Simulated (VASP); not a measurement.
Runs of VASP 6.6.1 on TiAl. The structure is that of space group Pm-3m (No. 221), or close to it. The cells are those of the table. 

```csv
cell,gap on the mesh (eV),pressure (GPa)
"a = 3.171, b = 3.171, c = 3.266 Å, 2 atoms",none,(a)
"a = 3.266, b = 3.266, c = 3.171 Å, 2 atoms",none,(b)
"a = 3.076 Å, 2 atoms",none,13.3
"a = 3.076, b = 3.076, c = 3.124 Å, 2 atoms",none,10.8
"a = 3.266 Å, 2 atoms",none,-8.7
```

Alike in all rows: task single point; level r2SCAN; potentials or basis VASP PAW PBE potentials, release 64 (Ti_sv, Al); no spin polarisation; k mesh 20 × 20 × 20; cutoff (eV) 520; smearing gaussian 0.15 eV.

Problem. Fill in the values left out.

Solution. (a) -3.2; (b) -6.1.

Caveats: the PAW data sets were made with another functional, which shifts forces and pressure a little.

A gap of «none» marks levels without a gap at the run's occupations.
